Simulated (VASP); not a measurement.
Wanted: the native input for a VASP 6.6.1 run.

| Item | Value |
| --- | --- |
| Task | relaxation of cell and atoms |
| Functional | PBE |
| Potentials or basis | VASP PAW PBE potentials, release 64 (Ga_d, As) |
| Cutoff | 500 eV |
| k mesh | 3 × 3 × 3 |
| Occupations | gaussian, width 0.2 eV |
| Spin | no spin polarisation |
| Dipole correction | no |
| Further INCAR settings | ALGO = Normal; EDIFF = 1e-07; IBRION = 2; EDIFFG = -0.08; NSW = 36; ISIF = 3 |

The structure of Ga2As5 lies in POSCAR:

```
Ga2As5
1.0
    5.7502037000      0.0000000000      0.0000000000
   -2.8751018500      4.9798224800      0.0000000000
    0.0000000000      0.0000000000      6.2133062800
Ga As
2 5
Direct
    0.0000000000      0.0000000000      0.2810005200
    0.0000000000      0.0000000000      0.7189994800
    0.0000000000      0.0000000000      0.0000000000
    0.3333333300      0.6666666700      0.6897254500
    0.3333333300      0.6666666700      0.3102745500
    0.6666666700      0.3333333300      0.3102745500
    0.6666666700      0.3333333300      0.6897254500
```

The cell was built from a structure type or drawn by symmetry, and may not be a known phase.

The input as run:

INCAR

```
PREC     = Accurate       # precision mode
ENCUT    = 500            # plane-wave cutoff, eV
EDIFF    = 1E-7           # SCF threshold, eV
ISMEAR   = 0              # smearing method
SIGMA    = 0.2            # smearing width, eV
LREAL    = F              # projectors in reciprocal space
LASPH    = T              # aspherical terms in the spheres
NELM     = 120            # most SCF steps
ALGO     = Normal         # electronic algorithm
ISIF     = 3              # what is computed and relaxed
LWAVE    = F              # write WAVECAR
LCHARG   = F              # write CHGCAR
GGA      = PE             # functional
IBRION   = 2              # ionic algorithm
NSW      = 36             # ionic steps
EDIFFG   = -0.08          # ionic threshold
GGA_COMPAT= F            
NELMIN   = 4
```

KPOINTS

```
Automatic mesh
0
Gamma
  3 3 3
```

Potentials or basis: VASP PAW PBE potentials, release 64 (Ga_d, As).

Launch:

```sh
$ cat potpaw_PBE.64/Ga_d/POTCAR potpaw_PBE.64/As/POTCAR > POTCAR
$ mpirun -np 1 vasp_std > vasp.out
```

Results of the run:

* Relaxed volume: 23.98 Å³/atom
* Relaxed cell: a = 5.073 Å, b = 5.073 Å, c = 7.531 Å, α = 90.00°, β = 90.00°, γ = 120.00°
* Space group after relaxing (to 0.1 Å): P6/mmm (No. 191)
* Pressure after relaxing: 0.1 GPa
* Largest force after relaxing: 0.034 eV/Å
* Band gap on the k mesh: zero (an odd number of electrons rules out a gap without spin polarisation)

Caveat: the k points lie up to 0.48 Å⁻¹ apart in the final cell, too coarse for converged energies and pressures of a metal; a cell axis changed by over 15 % at a fixed basis, so the end point is rough; the relaxation stopped at a loose force limit of 0.08 eV/Å, so its end isn't a converged minimum.

It took 6.9 min on 1 thread of Intel(R) Xeon(R) 6975P-C (Granite Rapids), with other jobs on the host, peak memory 0.29 GiB.
